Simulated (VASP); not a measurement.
Ge, 16 atoms in the cell. The cell holds a slab with vacuum, 16 atoms: a = 3.998 Å, b = 7.716 Å, c = 27.855 Å, α = 90.00°, β = 90.00°, γ = 105.01°. 

| Property | Result |
| --- | --- |
| Program | VASP 6.6.1 |
| Task | single point |
| Functional | PBE |
| Potentials or basis | VASP PAW PBE potentials, release 64 (Ge_d) |
| Cutoff | 520 eV |
| k mesh | 7 × 4 × 1 |
| Occupations | gaussian, width 0.1 eV |
| Spin | no spin polarisation |
| Dipole correction | yes |
| Further INCAR settings | LREAL = Auto; ALGO = Normal; EDIFF = 1e-06; NBANDS = 126; ISYM = 0 |

Potentials or basis: VASP PAW PBE potentials, release 64 (Ge_d).

The run is started by

```bash
$ cat potpaw_PBE.64/Ge_d/POTCAR > POTCAR
$ mpirun -np 4 vasp_std > vasp.out
```

Hardware: 4 MPI ranks on Intel(R) Xeon(R) Platinum 8488C (Sapphire Rapids), on a shared host.

**Question.** How long does it take, and how much memory?

**Answer.** Wall time 20 min on 4 MPI ranks on Intel(R) Xeon(R) Platinum 8488C (Sapphire Rapids) (shared host), peak memory 1.3 GiB a rank. Counts: scf iterations 33, k points 15.
